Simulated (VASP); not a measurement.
**SiC: single point with PBE**

The system is SiC.

```xyz
12
Lattice="1.5389 -2.6675 0.0000 1.5389 2.6675 0.0000 0.0000 0.0000 15.1219" Properties=species:S:1:pos:R:3 pbc="T T T"
Si    1.5389    1.7750   12.9746
Si    1.5389   -1.7750    5.4136
Si    1.5389   -0.0037    7.9254
Si    1.5389    0.0037    0.3644
Si    1.5389   -1.7910   10.4529
Si    1.5389    1.7910    2.8919
C     1.5389    0.0213    9.8338
C     1.5389   -0.0213    2.2728
C     1.5389    1.8139   14.8452
C     1.5389   -1.8139    7.2842
C     1.5389   -1.7552   12.3516
C     1.5389    1.7552    4.7906
```

```
Program             : VASP 6.6.1
Task                : single point
Functional          : PBE
Potentials or basis : VASP PAW PBE potentials, release 64 (Si, C)
Cutoff              : 520 eV
k mesh              : 8 × 8 × 2
Occupations         : gaussian, width 0.01 eV
Spin                : no spin polarisation
```

| Quantity | Value |
| --- | --- |
| Pressure | 3.3 GPa |
| Largest force | 0.726 eV/Å |
| Band gap on the k mesh | 1.88 eV (least direct gap 3.12 eV) |

Forces in eV/Å, atoms in the order of the input:
```
Si   0.000  0.511 -0.223
Si   0.000 -0.511 -0.223
Si   0.000 -0.447  0.106
Si   0.000  0.447  0.106
Si   0.000  0.652  0.218
Si   0.000 -0.652  0.218
C    0.000 -0.612 -0.296
C    0.000  0.612 -0.296
C    0.000 -0.597  0.413
C    0.000  0.597  0.413
C    0.000 -0.523 -0.217
C    0.000  0.523 -0.217
```

Stress tensor (GPa, compression positive):
```
5.49 0.00 0.00
0.00 1.62 0.00
0.00 0.00 2.84
```

Levels at points of the mesh, in eV from the valence-band top:
```csv
k point,band 22,band 23,band 24,band 25,band 26,band 27
"(0.00, 0.00, 0.00)",-0.22,-0.11,0.00,5.08,5.24,5.68
"(0.50, 0.00, 0.00)",-1.88,-1.72,-1.16,1.96,2.11,3.12
"(0.50, 0.50, 0.00)",-1.93,-1.71,-1.29,1.88,2.11,3.10
"(0.00, 0.00, 0.50)",-0.31,-0.09,-0.09,5.15,5.15,5.91
"(0.50, 0.00, 0.50)",-1.83,-1.36,-1.36,1.98,1.98,3.34
"(0.50, 0.50, 0.50)",-1.81,-1.49,-1.49,1.95,1.95,3.29
```

It took 2.1 min on 1 thread of Intel(R) Xeon(R) Platinum 8488C (Sapphire Rapids) (shared host), peak memory 0.31 GiB.

Caveat: the cell stands under pressure. A k mesh can miss the band edges.
